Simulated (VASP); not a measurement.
The system is CoO.

```
CELL_PARAMETERS angstrom
2.85630 0.00000 0.00000
-1.42815 2.47363 0.00000
0.00000 0.00000 2.78761
ATOMIC_POSITIONS crystal
Co 0.00000 0.00000 0.00000
O 0.66667 0.33333 0.50000
```

Base run:

* Program: VASP 6.6.1
* Functional: LDA
* Potentials or basis: VASP PAW LDA potentials, release 64 (Co, O)
* Cutoff: 520 eV
* k mesh: 8 × 8 × 7
* Occupations: gaussian, width 0.05 eV
* Spin: collinear spin, ferromagnetic start
* Starting moments: [3.0, 0.0] μB
* Hubbard terms: Co d U = 2.0 eV

Its results: band gap on the k mesh zero (filled and empty bands overlap); pressure -22.3 GPa; net moment 3.00 μB per cell; site moments Co +2.60; O +0.35 μB.

Problem. The run is repeated on the same cell with these changes: potentials or basis from VASP PAW LDA potentials, release 64 (Co, O) to VASP PAW LDA potentials, release 64 (Co_sv, O); cutoff from 520 eV to 600 eV; further incar settings from ALGO = Normal; EDIFF = 1e-07; NBANDS = 18 to ALGO = Normal; EDIFF = 1e-06; NBANDS = 22; valence electrons from 15 to 23. What comes out?

Solution. Band gap on the k mesh zero (filled and empty bands overlap); pressure -23.4 GPa; net moment 3.00 μB per cell; site moments Co +2.57; O +0.35 μB.

Caveats: a cell with one magnetic atom can't hold antiferromagnetic order, which such compounds often take.
